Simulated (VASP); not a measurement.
Al, 4 atoms in the cell. The structure is hexagonal, space group P6_3/mmc (No. 194). The conventional cell has a = 2.814 Å, b = 2.814 Å, c = 9.241 Å, α = 90.00°, β = 90.00°, γ = 120.00°. Al (site symmetry -3m) has 12 Al at 2.81 to 2.82 Å within 3.7 Å. Al (site symmetry -6m2) has 12 Al at 2.81 to 2.82 Å within 3.7 Å. 

```yaml
Program: VASP 6.6.1
Task: single point
Functional: PBE
Dispersion: D3(BJ)
Potentials_or_basis: VASP PAW PBE potentials, release 64 (Al)
Cutoff: 520 eV
k_mesh: 18 × 18 × 4
Occupations: gaussian, width 0.15 eV
Spin: no spin polarisation
Dipole_correction: no
Further_INCAR_settings: ALGO = Fast; EDIFF = 1e-06; NBANDS = 14
```

Potentials or basis: VASP PAW PBE potentials, release 64 (Al).

Launch:

```sh
$ cat potpaw_PBE.64/Al/POTCAR > POTCAR
$ mpirun -np 1 vasp_std > vasp.out
```

Hardware: 1 thread of Intel(R) Xeon(R) 6975P-C (Granite Rapids), with other jobs on the host.

**Question.** How long does it take, and how much memory?

**Answer.** It took 31 s on 1 thread of Intel(R) Xeon(R) 6975P-C (Granite Rapids), on a shared host, peak memory 0.23 GiB. Counts: scf iterations 12, k points 111.
